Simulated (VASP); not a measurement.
# Ir (Pm-3m) in VASP: further runs

Runs on Ir. Level: RPBE. Tasks: single point.

All numbers are computed with VASP 6.6.1; they aren't measurements. Logs are shortened: lines on timing, memory, paths and dates and some standing lists are left out, and cuts for length are marked.

### 1 The cell of the first run

Symmetry: Pm-3m, No. 221, cubic system. The conventional cell has a = 2.619 Å, b = 2.619 Å, c = 2.619 Å, α = 90.00°, β = 90.00°, γ = 90.00°. Within 3.5 Å of Ir (site symmetry m-3m) lie 6 Ir at 2.62 Å.

### 2 Single point, RPBE (volume scaled by 1.04)

The input, INCAR:

```
  PREC = Accurate
  ENCUT = 520
  EDIFF = 1E-6
  ISMEAR = -1
  SIGMA = 0.1
  LREAL = False
  LASPH = True
  NELM = 100
  ALGO = Normal
  ISIF = 2
  LWAVE = False
  LCHARG = False
  GGA = RP
  NBANDS = 10
```

The input, KPOINTS:

```
regular mesh
0
Gamma
  14 14 14
```

The input, POSCAR:

```
Ir
1.0
    2.6191386125      0.0000000000      0.0000000000
    0.0000000000      2.6191386125      0.0000000000
    0.0000000000      0.0000000000      2.6191386125
Ir
1
Direct
    0.0000000000      0.0000000000      0.0000000000
```

Potentials or basis: VASP PAW PBE potentials, release 64 (Ir).

Started as:

```sh
> cat potpaw_PBE.64/Ir/POTCAR > POTCAR
> mpirun -np 1 vasp_std > vasp.out
```

OUTCAR:

```text
PREC = Accurate
   ENCUT = 520
   EDIFF = 1E-6
   ISMEAR = -1
   LREAL = False
   LASPH = True
   NELM = 100
   ISIF = 2
   GGA = RP

 ion  position               nearest neighbor table
   1  0.000  0.000  0.000-

  LATTYP: Found a simple cubic cell.
 ALAT       =     2.6191386125

  Lattice vectors:

 A1 = (   2.6191386125,   0.0000000000,   0.0000000000)
 A2 = (   0.0000000000,   2.6191386125,   0.0000000000)
 A3 = (   0.0000000000,   0.0000000000,   2.6191386125)

Analysis of symmetry for initial positions (statically):
=====================================================================
 Subroutine PRICEL returns:
 Original cell was already a primitive cell.

 Routine SETGRP: Setting up the symmetry group for a
 simple cubic supercell.

 Subroutine GETGRP returns: Found 48 space group operations
 (whereof 48 operations were pure point group operations)
 out of a pool of 48 trial point group operations.

The static configuration has the point symmetry O_h .

Analysis of symmetry for dynamics (positions and initial velocities):
=====================================================================
 Subroutine PRICEL returns:
 Original cell was already a primitive cell.

 Routine SETGRP: Setting up the symmetry group for a
 simple cubic supercell.

 Subroutine GETGRP returns: Found 48 space group operations
 (whereof 48 operations were pure point group operations)
 out of a pool of 48 trial point group operations.

The dynamic configuration has the point symmetry O_h .

 Subroutine INISYM returns: Found 48 space group operations
 (whereof 48 operations are pure point group operations),
 and found     1 'primitive' translations

----------------------------------------------------------------------------------------

                                     Primitive cell

  volume of cell :      17.9670

  direct lattice vectors                    reciprocal lattice vectors
     2.619138613  0.000000000  0.000000000     0.381804917  0.000000000  0.000000000
     0.000000000  2.619138613  0.000000000     0.000000000  0.381804917  0.000000000
     0.000000000  0.000000000  2.619138613     0.000000000  0.000000000  0.381804917

  length of vectors
     2.619138613  2.619138613  2.619138613     0.381804917  0.381804917  0.381804917

  position of ions in fractional coordinates (direct lattice)
     0.000000000  0.000000000  0.000000000

  ion indices of the primitive-cell ions
   primitive index   ion index
                 1           1

----------------------------------------------------------------------------------------

 KPOINTS: regular mesh

Automatic generation of k-mesh.
 Grid dimensions read from file:
 generate k-points for:   14   14   14

 Generating k-lattice:

  Cartesian coordinates                     Fractional coordinates (reciprocal lattice)
     0.027271780  0.000000000  0.000000000     0.071428571  0.000000000  0.000000000
     0.000000000  0.027271780  0.000000000     0.000000000  0.071428571  0.000000000
     0.000000000  0.000000000  0.027271780     0.000000000  0.000000000  0.071428571

  Length of vectors
     0.027271780  0.027271780  0.027271780

  Shift w.r.t. Gamma in fractional coordinates (k-lattice)
     0.000000000  0.000000000  0.000000000

 Subroutine IBZKPT returns following result:
 ===========================================

 Found    120 irreducible k-points:

 Following reciprocal coordinates:
            Coordinates               Weight
  0.000000  0.000000  0.000000      1.000000
  0.071429  0.000000  0.000000      6.000000
  0.142857  0.000000  0.000000      6.000000
  0.214286  0.000000  0.000000      6.000000
  0.285714  0.000000  0.000000      6.000000
  0.357143  0.000000  0.000000      6.000000
[... 16 lines left out ...]
  0.285714  0.214286  0.000000     24.000000
  0.357143  0.214286  0.000000     24.000000
 [... further k-points ...]
   k-points           NKPTS =    120   k-points in BZ     NKDIM =    120   number of bands    NBANDS=     10
   number of dos      NEDOS =    301   number of ions     NIONS =      1
   total plane-waves  NPLWV =   8000
   dimension x,y,z NGX =    20 NGY =   20 NGZ =   20
   dimension x,y,z NGXF=    40 NGYF=   40 NGZF=   40
   ions per type =               1
   NGX,Y,Z   is equivalent  to a cutoff of  12.69, 12.69, 12.69 a.u.
   NGXF,Y,Z  is equivalent  to a cutoff of  25.39, 25.39, 25.39 a.u.
 SYSTEM =  unknown system
   PREC   = accura    normal or accurate (medium, high low for compatibility)
   ISTART =      0    job   : 0-new  1-cont  2-samecut
   ICHARG =      2    charge: 1-file 2-atom 10-const
   ISPIN  =      1    spin polarized calculation?
   LNONCOLLINEAR =      F non collinear calculations
   LSORBIT =      F    spin-orbit coupling
   LASPH  =      T    aspherical Exc in radial PAW
   ENCUT  =  520.0 eV  38.22 Ry    6.18 a.u.   4.87  4.87  4.87*2*pi/ulx,y,z
   NELM   =    100;   NELMIN=  2; NELMDL= -5     # of ELM steps
   EDIFF  = 0.1E-05   stopping-criterion for ELM
   LREAL  =      F    real-space projection
   EDIFFG = 0.1E-04   stopping-criterion for IOM
   NSW    =      0    number of steps for IOM
   IBRION =     -1    ionic relax: 0-MD 1-quasi-New 2-CG
   NFREE  =      0    steps in history (QN), initial steepest desc. (CG)
   ISIF   =      2    stress and relaxation
   ISYM   =      2    0-nonsym 1-usesym 2-fastsym
   POTIM  = 0.5000    time-step for ionic-motion
   TEBEG  =    0.0;   TEEND  =   0.0 temperature during run
   PSTRESS=    0.0 pullay stress
   NELECT =       9.0000    total number of electrons
   NUPDOWN=      -1.0000    fix difference up-down
   EMIN   =  10.00;   EMAX   =-10.00  energy-range for DOS
   EFERMI =   0.00;   METHOD = LEGACY
   ISMEAR =    -1;   SIGMA  =   0.10  broadening in eV -4-tet -1-fermi 0-gaus
   EFERMI_NEDOS =   21; number of points for ismear=-14 and -15
   IALGO  =     38    algorithm
   IMIX   =      4    mixing-type and parameters
     AMIX     =   0.40;   BMIX     =  1.00
     AMIX_MAG =   1.60;   BMIX_MAG =  1.00
  volume/ion in A,a.u.               =      17.97       121.25
  Fermi-wavevector in a.u.,A,eV,Ry     =   1.300161  2.456948 22.999547  1.690419
  Thomas-Fermi vector in A             =   2.431378
   LORBIT       =      0    0 simple, 1 ext, 2 COOP (PROOUT), +10 PAW based schemes
   GGA     = RP    functional components
   LHFCALC =     F    Hartree Fock is set to
   AEXX    =    0.0000 exact exchange contribution
   IVDW    =     0    specifies the selected vdW correction
   LEPSILON=     F    determine dielectric tensor
   LRPA    =     F    only Hartree local field effects (RPA)
 non-spin polarized calculation
  energy-cutoff  :      520.00
  volume of cell :       17.97
 maximum number of plane-waves:       500
 NGX is ok and might be reduce to    20
   NGX =  9   NGY =  9   NGZ =  9

 number of electron       8.9999999 magnetization

 Free energy of the ion-electron system (eV)
  ---------------------------------------------------
  ext. energy  EPLUGINS =         0.00000000
  ---------------------------------------------------
  free energy    TOTEN  =        -7.24284516 eV

  energy without entropy =       -7.19101010  energy(sigma->0) =       -7.21692763

 E-fermi :   6.7486     XC(G=0): -12.3676

 val. band max:        6.7250710952   @ k =   0.1429   0.1429   0.0714
 cond. band min:       6.7853568229   @ k =   0.2143   0.0000   0.0000
 fundamental gap:      0.0602857277
 Fermi energy:         6.7485740611

 k-point     1 :       0.0000    0.0000    0.0000
  band No.  band energies     occupation
      1      -1.8327      2.00000
      2       1.2705      2.00000
      3       1.2705      2.00000
      4       7.8808      0.00002
      5       7.8808      0.00002
      6       7.8808      0.00002
      7      21.9727      0.00000
      8      21.9727      0.00000
      9      21.9727      0.00000
     10      27.6131      0.00000

 k-point     2 :       0.0714    0.0000    0.0000
  band No.  band energies     occupation
      1      -1.6838      2.00000
      2       1.3007      2.00000
      3       1.4097      2.00000
      4       7.7271      0.00011
      5       7.7271      0.00011
      6       7.8926      0.00002
      7      20.9729      0.00000
      8      22.2479      0.00000
      9      22.2479      0.00000
     10      28.2475      0.00000

 k-point     3 :       0.1429    0.0000    0.0000
  band No.  band energies     occupation
      1      -1.2729      2.00000
      2       1.3864      2.00000
      3       1.8362      2.00000
      4       7.3206      0.00654
      5       7.3206      0.00654
      6       7.9258      0.00002
      7      19.0289      0.00000
      8      23.0090      0.00000
      9      23.0090      0.00000
     10      27.8569      0.00000

 k-point     4 :       0.2143    0.0000    0.0000
  band No.  band energies     occupation
      1      -0.6974      2.00000
      2       1.5133      2.00000
      3       2.5642      2.00000
      4       6.7854      0.81813
      5       6.7854      0.81813
      6       7.9742      0.00001
      7      17.0082      0.00000
      8      24.1043      0.00000
      9      24.1043      0.00000
     10      26.2713      0.00000

 k-point     5 :       0.2857    0.0000    0.0000
  band No.  band energies     occupation
      1      -0.0813      2.00000
      2       1.6589      2.00000
      3       3.5637      2.00000
      4       6.2478      1.98671
      5       6.2478      1.98671
      6       8.0286      0.00001
      7      15.1710      0.00000
      8      24.9131      0.00000
      9      25.3637      0.00000
     10      25.3637      0.00000

 k-point     6 :       0.3571    0.0000    0.0000
  band No.  band energies     occupation
      1       0.4654      2.00000
      2       1.7944      2.00000
      3       4.6948      2.00000
      4       5.8036      1.99984
      5       5.8036      1.99984
      6       8.0780      0.00000
      7      13.6425      0.00000
      8      23.8818      0.00000
      9      26.6188      0.00000
     10      26.6188      0.00000

 k-point     7 :       0.4286    0.0000    0.0000
  band No.  band energies     occupation
      1       0.8493      2.00000
      2       1.8909      2.00000
      3       5.5147      1.99999
      4       5.5147      1.99999
      5       5.6705      1.99996
      6       8.1125      0.00000
      7      12.5604      0.00000
      8      23.2383      0.00000
      9      26.8329      0.00000
     10      27.6468      0.00000

 k-point     8 :       0.5000    0.0000    0.0000
  band No.  band energies     occupation
      1       0.9892      2.00000
      2       1.9259      2.00000
      3       5.4148      2.00000
      4       5.4148      2.00000
      5       6.0787      1.99754
      6       8.1248      0.00000
      7      12.1471      0.00000
      8      23.0195      0.00000
      9      26.4401      0.00000
     10      28.0782      0.00000

 k-point     9 :       0.0714    0.0714    0.0000
  band No.  band energies     occupation
      1      -1.5338      2.00000
      2       1.3861      2.00000
      3       1.4924      2.00000
      4       7.5680      0.00055
      5       7.7122      0.00013
      6       7.7677      0.00008
      7      21.0107      0.00000
      8      21.4686      0.00000
      9      22.5242      0.00000
     10      28.7213      0.00000
[... 118 lines left out ...]
 k-point    19 :       0.3571    0.1429    0.0000
  band No.  band energies     occupation
      1       0.9767      2.00000
      2       2.3151      2.00000
      3       3.9461      2.00000
      4       5.8810      1.99966
      5       6.2398      1.98773
      6       7.5748      0.00052
      7      14.2078      0.00000
      8      22.6335      0.00000
      9      24.8357      0.00000
     10      27.8150      0.00000

 k-point    20 :       0.4286    0.1429    0.0000
  band No.  band energies     occupation
      1       1.3467      2.00000
      2       2.4854      2.00000
      3       3.7714      2.00000
      4       5.5968      1.99998
      5       7.2851      0.00931
      6       7.6162      0.00034
      7      12.8103      0.00000
      8      23.2587      0.00000
      9      24.6318      0.00000
     10      27.0083      0.00000

 k-point    21 :       0.5000    0.1429    0.0000
  band No.  band energies     occupation
      1       1.4828      2.00000
      2       2.5721      2.00000
      3       3.6393      2.00000
      4       5.4984      1.99999
      5       7.6311      0.00029
      6       7.8734      0.00003
      7      12.1711      0.00000
      8      23.3671      0.00000
      9      25.1615      0.00000
     10      25.8205      0.00000

 k-point    22 :       0.2143    0.2143    0.0000
  band No.  band energies     occupation
      1       0.3892      2.00000
      2       2.3394      2.00000
      3       3.2112      2.00000
      4       5.6762      1.99996
      5       6.8136      0.68583
      6       7.0371      0.10575
      7      18.5154      0.00000
      8      18.8565      0.00000
      9      26.3317      0.00000
     10      26.3707      0.00000

 k-point    23 :       0.2857    0.2143    0.0000
  band No.  band energies     occupation
      1       0.8999      2.00000
      2       2.5794      2.00000
      3       3.8352      2.00000
      4       5.5659      1.99999
      5       6.3857      1.94825
      6       7.0240      0.11973
      7      16.6145      0.00000
      8      19.7158      0.00000
      9      25.7020      0.00000
     10      27.6504      0.00000

 k-point    24 :       0.3571    0.2143    0.0000
  band No.  band energies     occupation
      1       1.3327      2.00000
      2       2.7021      2.00000
      3       3.8889      2.00000
      4       5.9643      1.99922
      5       6.5279      1.80179
      6       7.0851      0.06679
      7      14.7354      0.00000
      8      20.7751      0.00000
      9      24.9076      0.00000
     10      28.4222      0.00000

 [... further k-points ...]
[... 5 lines left out ...]
  --------------------------------------------------------------------------------------
  -------------------------------------------------------------------------------------
  Total       -0.9541444     -0.9541444     -0.9541444     -0.0000000     -0.0000000     -0.0000000
  in kB      -85.0842631    -85.0842631    -85.0842631     -0.0000000     -0.0000000     -0.0000000
  external PRESSURE =     -85.0842631 kB  Pullay stress =       0.0000000 kB

 VOLUME and BASIS-vectors are now :
 -----------------------------------------------------------------------------
  energy-cutoff  :      520.00
  volume of cell :       17.97
      direct lattice vectors                 reciprocal lattice vectors
     2.619138613  0.000000000  0.000000000     0.381804917  0.000000000  0.000000000
     0.000000000  2.619138613  0.000000000     0.000000000  0.381804917  0.000000000
     0.000000000  0.000000000  2.619138613     0.000000000  0.000000000  0.381804917

 POSITION                                       TOTAL-FORCE (eV/Angst)
 -----------------------------------------------------------------------------------
      0.00000      0.00000      0.00000         0.000000      0.000000      0.000000
 -----------------------------------------------------------------------------------
    total drift:                               -0.000000      0.000000     -0.000000

  FREE ENERGIE OF THE ION-ELECTRON SYSTEM (eV)
  ---------------------------------------------------
  free  energy   TOTEN  =        -7.2428451570 eV

  energy  without entropy=       -7.1910100977  energy(sigma->0) =       -7.21692763
```

Wall time 9.9 s (1 thread of AMD EPYC 7R13 (Zen 3), shared host); peak memory 0.11 GiB.

What came out:

```yaml
Free_energy: -7.2428 eV
Pressure: -8.5 GPa
```

Levels at points of the mesh, in eV from the Fermi level:
```
           k point  band 1  band 2  band 3  band 4  band 5  band 6  band 7  band 8  band 9
(0.00, 0.00, 0.00)   -8.58   -5.48   -5.48    1.13    1.13    1.13   15.22   15.22   15.22
(0.50, 0.00, 0.00)   -5.76   -4.82   -1.33   -1.33   -0.67    1.38    5.40   16.27   19.69
(0.50, 0.50, 0.00)   -5.82   -4.36   -0.87   -0.87    3.00    4.45    4.45   10.47   13.67
(0.50, 0.50, 0.50)   -4.69   -4.69   -4.69    3.17    3.17    9.50   10.27   10.27   10.27
```

Caveat: the PAW data sets were made with another functional, which shifts forces and pressure a little; spin-orbit coupling is left out, which moves the levels of the heavy elements.

### 3 Single point, RPBE (volume scaled by 1.08)

The input, INCAR:

```
SYSTEM = Ir
PREC = Accurate ; ENCUT = 520
EDIFF = 1E-6 ; ISMEAR = -1
SIGMA = 0.1 ; LREAL = .False.
LASPH = .True. ; NELM = 60
ALGO = Normal ; ISIF = 2
LWAVE = .False. ; LCHARG = .True.
GGA = RP ; LELF = .True.
LVHAR = .True. ; NBANDS = 10
```

The input, KPOINTS:

```
regular mesh
0
Gamma
  14 14 14
  0 0 0
```

The input, POSCAR:

```
Ir
1.0
    2.6522957857      0.0000000000      0.0000000000
    0.0000000000      2.6522957857      0.0000000000
    0.0000000000      0.0000000000      2.6522957857
Ir
1
Direct
    0.0000000000      0.0000000000      0.0000000000
```

Potentials or basis: VASP PAW PBE potentials, release 64 (Ir).

Started as:

```sh
> cat potpaw_PBE.64/Ir/POTCAR > POTCAR
> mpirun -np 1 vasp_std > vasp.out
```

Wall time 11 s (1 thread of AMD EPYC 7R13 (Zen 3), shared host); peak memory 0.11 GiB.

Results (log left out):

* Free energy: -7.1922 eV
* Pressure: -14.8 GPa

Levels at points of the mesh, in eV from the Fermi level:
| k point | band 1 | band 2 | band 3 | band 4 | band 5 | band 6 | band 7 | band 8 |
| --- | --- | --- | --- | --- | --- | --- | --- | --- |
| (0.00, 0.00, 0.00) | -8.26 | -5.19 | -5.19 | 1.05 | 1.05 | 1.05 | 14.98 | 14.98 |
| (0.50, 0.00, 0.00) | -5.52 | -4.57 | -1.26 | -1.26 | -0.53 | 1.28 | 5.11 | 16.22 |
| (0.50, 0.50, 0.00) | -5.48 | -4.16 | -0.82 | -0.82 | 2.81 | 4.40 | 4.40 | 9.94 |
| (0.50, 0.50, 0.50) | -4.42 | -4.42 | -4.42 | 2.96 | 2.96 | 9.61 | 9.97 | 9.97 |

Caveat: the PAW data sets were made with another functional, which shifts forces and pressure a little; spin-orbit coupling is left out, which moves the levels of the heavy elements.
